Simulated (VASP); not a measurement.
# BN (F-43m) in VASP: further runs, part 2 of 2

VASP 6.6.1. The steps go on from the part before.

### Step 4. Single point, revPBE

This run uses another cell than the first one, of 6.02 Å³/atom, 1.012 times its volume.

Input file INCAR:

```
SYSTEM = BN
PREC = Accurate
ENCUT = 520
EDIFF = 1E-7
ISMEAR = -1
SIGMA = 0.05
LREAL = .False.
LASPH = .True.
NELM = 60
ALGO = Normal
ISIF = 2
LWAVE = .False.
LCHARG = .False.
GGA = RE
NBANDS = 11
```

Input file KPOINTS:

```
regular mesh
0
Gamma
  13 13 13
  0 0 0
```

Input file POSCAR:

```
BN
1.0
    0.0000000000      1.8195300375      1.8195300375
    1.8195300375      0.0000000000      1.8195300375
    1.8195300375      1.8195300375      0.0000000000
N B
1 1
Direct
    0.2500000000      0.2500000000      0.2500000000
    0.0000000000      0.0000000000      0.0000000000
```

On the command line:

```bash
cat potpaw_PBE.64/N/POTCAR potpaw_PBE.64/B/POTCAR > POTCAR
mpirun -np 1 vasp_std > vasp.out
```

Wall time 6.4 s (1 thread of Intel Xeon 6975P-C (Granite Rapids), shared host); peak memory 0.12 GiB.

Results (log left out):

| Property | Result |
| --- | --- |
| Free energy | -16.7736 eV |
| Pressure | 0.2 GPa |
| Band gap on the k mesh | 4.53 eV, indirect (least direct gap 8.77 eV) |

Levels at points of the mesh, in eV from the valence-band top:
| k point | band 1 | band 2 | band 3 | band 4 | band 5 | band 6 | band 7 | band 8 |
| --- | --- | --- | --- | --- | --- | --- | --- | --- |
| (0.00, 0.00, 0.00) | -20.06 | 0.00 | 0.00 | 0.00 | 8.77 | 8.77 | 8.77 | 10.02 |

Caveat: the PAW data sets were made with another functional, which shifts forces and pressure a little.

### Step 5. Single point, BLYP

This run uses another cell than the first one, of 6.07 Å³/atom, 1.019 times its volume.

Input file INCAR:

```
  PREC = Accurate
  ENCUT = 520
  EDIFF = 1E-7
  ISMEAR = -1
  SIGMA = 0.05
  LREAL = False
  LASPH = True
  NELM = 80
  ALGO = Normal
  ISIF = 2
  LWAVE = False
  LCHARG = True
  GGA = B5
  ALDAX = 1.0
  AGGAX = 1.0
  AGGAC = 1.0
  ALDAC = 0.0
  LELF = True
  LVHAR = True
  NBANDS = 11
```

Input file KPOINTS:

```
Automatic mesh
0
Gamma
  13 13 13
```

Input file POSCAR:

```
BN
1.0
    0.0000000000      1.8239307038      1.8239307038
    1.8239307038      0.0000000000      1.8239307038
    1.8239307038      1.8239307038      0.0000000000
N B
1 1
Direct
    0.2500000000      0.2500000000      0.2500000000
    0.0000000000      0.0000000000      0.0000000000
```

Potentials or basis: VASP PAW PBE potentials, release 64 (N, B).

On the command line:

```bash
cat potpaw_PBE.64/N/POTCAR potpaw_PBE.64/B/POTCAR > POTCAR
mpirun -np 1 vasp_std > vasp.out
```

OUTCAR:

```text
PREC = Accurate
   ENCUT = 520
   EDIFF = 1E-7
   ISMEAR = -1
   LREAL = False
   LASPH = True
   NELM = 80
   ISIF = 2
   GGA = B5

 ion  position               nearest neighbor table
   1  0.250  0.250  0.250-   2 1.58   2 1.58   2 1.58   2 1.58
   2  0.000  0.000  0.000-   1 1.58   1 1.58   1 1.58   1 1.58

  LATTYP: Found a face centered cubic cell.
 ALAT       =     3.6478614076

  Lattice vectors:

 A1 = (   0.0000000000,   1.8239307038,   1.8239307038)
 A2 = (   1.8239307038,   0.0000000000,   1.8239307038)
 A3 = (   1.8239307038,   1.8239307038,   0.0000000000)

Analysis of symmetry for initial positions (statically):
=====================================================================
 Subroutine PRICEL returns:
 Original cell was already a primitive cell.

 Routine SETGRP: Setting up the symmetry group for a
 face centered cubic supercell.

 Subroutine GETGRP returns: Found 24 space group operations
 (whereof 24 operations were pure point group operations)
 out of a pool of 48 trial point group operations.

The static configuration has the point symmetry T_d .

[... 168 lines left out ...]
      1     -12.3181      2.00000
      2       7.3945      2.00000
      3       7.3945      2.00000
      4       7.3945      2.00000
      5      16.1939      0.00000
      6      16.1939      0.00000
      7      16.1939      0.00000
      8      17.6240      0.00000
      9      31.9785      0.00000
     10      35.1418      0.00000
     11      35.1418      0.00000
[... 309 lines left out ...]
 k-point    24 :       0.4615    0.1538    0.0000
  band No.  band energies     occupation
      1      -8.5108      2.00000
      2      -1.4839      2.00000
      3       4.2637      2.00000
      4       4.6910      2.00000
      5      16.4142      0.00000
      6      19.3608      0.00000
      7      19.8111      0.00000
      8      21.9438      0.00000
      9      28.2092      0.00000
     10      33.2354      0.00000
     11      35.2963      0.00000

 [... further k-points ...]

------------------------ aborting loop because EDIFF is reached ----------------------------------------

  FORCE on cell =-STRESS in cart. coord.  units (eV):
  Direction    XX          YY          ZZ          XY          YZ          ZX
  --------------------------------------------------------------------------------------
  -------------------------------------------------------------------------------------
  Total       -0.0187171     -0.0187171     -0.0187171      0.0000000      0.0000000     -0.0000000
  in kB       -2.4711273     -2.4711273     -2.4711273      0.0000000      0.0000000     -0.0000000
  external PRESSURE =      -2.4711273 kB  Pullay stress =       0.0000000 kB

 VOLUME and BASIS-vectors are now :
 -----------------------------------------------------------------------------
  energy-cutoff  :      520.00
  volume of cell :       12.14
      direct lattice vectors                 reciprocal lattice vectors
     0.000000000  1.823930704  1.823930704    -0.274133222  0.274133222  0.274133222
     1.823930704  0.000000000  1.823930704     0.274133222 -0.274133222  0.274133222
     1.823930704  1.823930704  0.000000000     0.274133222  0.274133222 -0.274133222

 POSITION                                       TOTAL-FORCE (eV/Angst)
 -----------------------------------------------------------------------------------
      0.91197      0.91197      0.91197        -0.000000     -0.000000     -0.000000
      0.00000      0.00000      0.00000         0.000000      0.000000      0.000000
 -----------------------------------------------------------------------------------
    total drift:                                0.000000      0.000000      0.000000

  FREE ENERGIE OF THE ION-ELECTRON SYSTEM (eV)
  ---------------------------------------------------
  free  energy   TOTEN  =       -16.4108722196 eV

  energy  without entropy=      -16.4108722196  energy(sigma->0) =      -16.41087222
```

OSZICAR:

```text
N       E                     dE             d eps       ncg     rms          rms(c)
DAV:   1     0.115356806244E+02    0.11536E+02   -0.49865E+03  1904   0.719E+02
DAV:   2    -0.170557856505E+02   -0.28591E+02   -0.27908E+02  2194   0.165E+02
DAV:   3    -0.175565309746E+02   -0.50075E+00   -0.50013E+00  2181   0.190E+01
DAV:   4    -0.175571497374E+02   -0.61876E-03   -0.61876E-03  1974   0.747E-01
DAV:   5    -0.175571504299E+02   -0.69251E-06   -0.69253E-06  2133   0.239E-02    0.706E+00
DAV:   6    -0.165022534494E+02    0.10549E+01   -0.40471E+00  1932   0.115E+01    0.318E+00
DAV:   7    -0.164304262111E+02    0.71827E-01   -0.11117E-01  2034   0.289E+00    0.192E+00
DAV:   8    -0.164107365208E+02    0.19690E-01   -0.50321E-02  2037   0.162E+00    0.211E-01
DAV:   9    -0.164108026881E+02   -0.66167E-04   -0.12821E-03  1962   0.311E-01    0.102E-01
DAV:  10    -0.164108699262E+02   -0.67238E-04   -0.11068E-04  1995   0.103E-01    0.144E-02
DAV:  11    -0.164108721038E+02   -0.21776E-05   -0.57583E-06  2117   0.192E-02    0.960E-03
DAV:  12    -0.164108722242E+02   -0.12042E-06   -0.10650E-06  1995   0.696E-03    0.452E-04
DAV:  13    -0.164108722196E+02    0.46482E-08   -0.18335E-08   981   0.133E-03
   1 F= -.16410872E+02 E0= -.16410872E+02  d E =-.141091E-10
```

stdout:

```text
POSCAR found type information on POSCAR N B
 POSCAR found :  2 types and       2 ions
 scaLAPACK will be used
 -----------------------------------------------------------------------------
|                                                                             |
|                                                                             |
|     You enforced a specific xc type in the INCAR file but a different       |
|     I HOPE YOU KNOW WHAT YOU ARE DOING!                                     |
|                                                                             |
 -----------------------------------------------------------------------------

 LDA part: xc-table for (Slater(with rela. corr.)+VWN5), standard interpolation
 POSCAR, INCAR and KPOINTS ok, starting setup
 FFT: planning ... GRIDC
 FFT: planning ... GRID_SOFT
 FFT: planning ... GRID
 WAVECAR not read
 entering main loop
```

Run time: 10 s. Hardware: 1 thread of Intel Xeon 6975P-C (Granite Rapids), shared host; peak memory 0.12 GiB.

Results:

```
Free energy            : -16.4109 eV
Pressure               : -0.2 GPa
Band gap on the k mesh : 4.91 eV, indirect (least direct gap 8.80 eV)
```

Caveat: the PAW data sets were made with another functional, which shifts forces and pressure a little. A hybrid or GW would open this gap; BLYP tends to underestimate it.

### Step 6. Overview

| level | cell | gap on the mesh (eV) | pressure (GPa) |
| --- | --- | --- | --- |
| PBE | a = 2.563 Å, angles 60.0°, 2 atoms | 4.52 | 0.3 |
| RPBE | a = 2.576 Å, angles 60.0°, 2 atoms | 4.54 | 0.3 |
| revPBE | a = 2.573 Å, angles 60.0°, 2 atoms | 4.53 | 0.2 |
| BLYP | a = 2.579 Å, angles 60.0°, 2 atoms | 4.91 | -0.2 |

Alike in all rows: task single point; potentials or basis VASP PAW PBE potentials, release 64 (N, B); no spin polarisation; k mesh 13 × 13 × 13; cutoff (eV) 520; smearing fermi-dirac 0.05 eV.

Caveats: the PAW data sets were made with another functional, which shifts forces and pressure a little (some runs).

Absolute energies hang on the potentials; compare differences alone.
